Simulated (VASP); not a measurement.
Wanted: the native input for a VASP 6.6.1 run.

* Task: single point
* Functional: PBEsol
* Potentials or basis: VASP PAW PBE potentials, release 64 (Mg, O)
* Cutoff: 520 eV
* k mesh: 9 × 9 × 2
* Occupations: gaussian, width 0.05 eV
* Spin: no spin polarisation
* Dipole correction: no
* Further INCAR settings: ALGO = Normal; EDIFF = 1e-06; NBANDS = 36

The structure of MgO lies in POSCAR:

```
MgO
1.0
    2.1351500000     -2.1351500000      0.0000000000
    2.1351500000      0.0000000000     -2.1351500000
   12.0047016151     12.0047016151     12.0047016151
Mg O
6 6
Direct
    0.6666666667      0.6666666667      0.0296432468
    0.0000000000      0.0000000000      0.6225081838
    0.3333333333      0.3333333333      0.1482162342
    0.6666666667      0.6666666667      0.3853622090
    0.0000000000      0.0000000000      0.2667892216
    0.3333333333      0.3333333333      0.5039351964
    0.6666666667      0.6666666667      0.2075027279
    0.0000000000      0.0000000000      0.0889297405
    0.3333333333      0.3333333333      0.3260757153
    0.6666666667      0.6666666667      0.5632216901
    1.0000000000      1.0000000000      0.4446487027
    0.3333333333      0.3333333333      0.6817946775
```

This cell differs from its parent crystal: the distance across one plane changed.

One way to write it, as run:

INCAR

```
PREC = Accurate ; ENCUT = 520
EDIFF = 1E-6 ; ISMEAR = 0
SIGMA = 0.05 ; LREAL = False
LASPH = True ; NELM = 100
ALGO = Normal ; ISIF = 2
LWAVE = False ; LCHARG = True
GGA = PS ; LELF = True
LVHAR = True ; NBANDS = 36
```

KPOINTS

```
regular mesh
0
Gamma
  9 9 2
```

Potentials or basis: VASP PAW PBE potentials, release 64 (Mg, O).

Launch:

```console
$ cat potpaw_PBE.64/Mg/POTCAR potpaw_PBE.64/O/POTCAR > POTCAR
$ mpirun -np 1 vasp_std > vasp.out
```

Results of the run:

- Pressure: -4.2 GPa
- Largest force: 1.120 eV/Å
- Band gap on the k mesh: zero (bands 24 and 25 overlap by 0.43 eV)

Caveat: the cell differs from its parent crystal (the distance across one plane changed); the cell stands under tension; semilocal functionals underestimate gaps, and a narrow one can read as zero; the PAW data sets were made with another functional, which shifts forces and pressure a little.

Wall time 2.7 min on 1 thread of AMD EPYC 9R45 96-Core Processor (Zen 5) (shared host), peak memory 0.31 GiB.
